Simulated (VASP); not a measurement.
HfC, 2 atoms in the cell. The structure is cubic, space group Fm-3m (No. 225). Conventional cell: a = 4.650 Å, b = 4.650 Å, c = 4.650 Å, α = 90.00°, β = 90.00°, γ = 90.00°. Hf (site symmetry m-3m) has 6 C at 2.33 Å within 3.1 Å. C (site symmetry m-3m) has 6 Hf at 2.33 Å within 3.1 Å. 

| Item | Value |
| --- | --- |
| Program | VASP 6.6.1 |
| Task | relaxation of cell and atoms |
| Functional | PBE |
| Potentials or basis | VASP PAW PBE potentials, release 64 (Hf_pv, C) |
| Cutoff | 600 eV |
| k mesh | 16 × 16 × 16 |
| Occupations | gaussian, width 0.1 eV |
| Spin | no spin polarisation |
| Dipole correction | no |
| Further INCAR settings | ALGO = Normal; EDIFF = 1e-07; IBRION = 2; EDIFFG = -0.005; NSW = 100; ISIF = 3 |

Potentials or basis: VASP PAW PBE potentials, release 64 (Hf_pv, C).

The run is started by

```console
$ cat potpaw_PBE.64/Hf_pv/POTCAR potpaw_PBE.64/C/POTCAR > POTCAR
$ mpirun -np 1 vasp_std > vasp.out
```

Hardware: 1 thread of Intel(R) Xeon(R) 6975P-C (Granite Rapids), on a shared host.

Question: Estimate the wall time of this run.

Answer: Wall time 42 s on 1 thread of Intel(R) Xeon(R) 6975P-C (Granite Rapids), on a shared host, peak memory 0.2 GiB. Counts: scf iterations 28, k points 145, ion steps 3.
